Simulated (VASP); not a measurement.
Wanted: the native input for a VASP 6.6.1 run.

```
Task                   : single point
Functional             : LDA
Potentials or basis    : VASP PAW LDA potentials, release 64 (Ti_sv, H)
Cutoff                 : 500 eV
k mesh                 : 5 × 5 × 3
Occupations            : fermi-dirac, width 0.1 eV
Spin                   : no spin polarisation
Dipole correction      : no
Further INCAR settings : ALGO = Normal; EDIFF = 1e-06; NBANDS = 21
```

The structure of TiH lies in POSCAR:

```
TiH
1.0
    2.9474930000      0.0000000000      0.0000000000
    0.0000000000      2.9474930000      0.0000000000
    0.0000000000      0.0000000000      4.5681400000
Ti H
2 2
Direct
    0.5000000000      0.0000000000      0.5000000000
    0.0000000000      0.5000000000      0.0000000000
    0.0000000000      0.0000000000      0.2500000000
    0.0000000000      0.0000000000      0.7500000000
```

These files were run (other wordings do the same):

INCAR

```
SYSTEM = TiH
PREC     = Accurate       ! precision mode
ENCUT    = 500            ! plane-wave cutoff, eV
EDIFF    = 1E-6           ! SCF threshold, eV
ISMEAR   = -1             ! smearing method
SIGMA    = 0.1            ! smearing width, eV
LREAL    = .FALSE.        ! projectors in reciprocal space
LASPH    = .TRUE.         ! aspherical terms in the spheres
NELM     = 120            ! most SCF steps
ALGO     = Normal         ! electronic algorithm
ISIF     = 2              ! what is computed and relaxed
LWAVE    = .FALSE.        ! write WAVECAR
LCHARG   = .TRUE.         ! write CHGCAR
GGA      = CA             ! functional
LELF     = .TRUE.         ! ELF
LVHAR    = .TRUE.       
NBANDS   = 21             ! bands
GGA_COMPAT= .FALSE.
```

KPOINTS

```
regular mesh
0
G
  5 5 3
  0 0 0
```

Potentials or basis: VASP PAW LDA potentials, release 64 (Ti_sv, H).

The run is started by

```bash
$ cat potpaw_LDA.64/Ti_sv/POTCAR potpaw_LDA.64/H/POTCAR > POTCAR
$ mpirun -np 1 vasp_std > vasp.out
```

Results of the run:

* Pressure: -6.7 GPa
* Band gap on the k mesh: zero (bands 13 and 14 overlap by 0.02 eV)

Caveat: the k points lie up to 0.46 Å⁻¹ apart.

It took 11 s on 1 thread of Intel(R) Xeon(R) Platinum 8259CL CPU @ 2.50GHz (Skylake/Cascade Lake) (shared host), peak memory 0.13 GiB.
